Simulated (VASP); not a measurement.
# ZnS: single point with HSE06

Crystal: ZnS.

```
CELL_PARAMETERS angstrom
-0.02791 2.69312 2.69312
2.69312 -0.02791 2.69312
2.69312 2.69312 -0.02791
ATOMIC_POSITIONS crystal
Zn 0.99912 0.99912 0.99912
S 0.25088 0.25088 0.25088
```

This cell differs from its parent crystal: epitaxial 111 strain +1.0%.

```
Program             : VASP 6.6.1
Task                : single point
Functional          : HSE06
Potentials or basis : VASP PAW PBE potentials, release 64 (Zn, S)
Cutoff              : 520 eV
k mesh              : 6 × 6 × 6
Occupations         : gaussian, width 0.01 eV
Spin                : no spin polarisation
```

```
Pressure               : 0.5 GPa
Largest force          : 0.006 eV/Å
Band gap on the k mesh : 3.24 eV
```

Forces in eV/Å, atoms in the order of the input:
```
Zn  -0.004 -0.004 -0.004
S    0.004  0.004  0.004
```

Stress tensor (GPa, compression positive):
```
0.46 0.51 0.51
0.51 0.46 0.51
0.51 0.51 0.46
```

Levels at points of the mesh, in eV from the valence-band top:
```
           k point  band 5  band 6  band 7  band 8  band 9  band 10  band 11  band 12  band 13  band 14
(0.00, 0.00, 0.00)   -7.45   -7.45   -0.08   -0.08    0.00     3.24     7.56     7.56     7.78    13.13
(0.50, 0.00, 0.00)   -7.42   -7.22   -5.62   -0.97   -0.91     4.52     8.13     8.19    10.12    13.54
(0.50, 0.50, 0.00)   -7.38   -7.17   -5.02   -2.44   -2.32     4.32     5.21    12.43    13.59    13.62
(0.50, 0.50, 0.50)   -7.42   -7.20   -5.58   -1.02   -1.02     4.36     8.03     8.03    10.15    13.53
```

Wall time 110 min on 1 thread of Oxide Virtual Turin-like Processor, with other jobs on the host, peak memory 0.26 GiB.

Caveat: the cell differs from its parent crystal (epitaxial 111 strain +1.0%); the PAW data sets were made with another functional, which shifts forces and pressure a little.
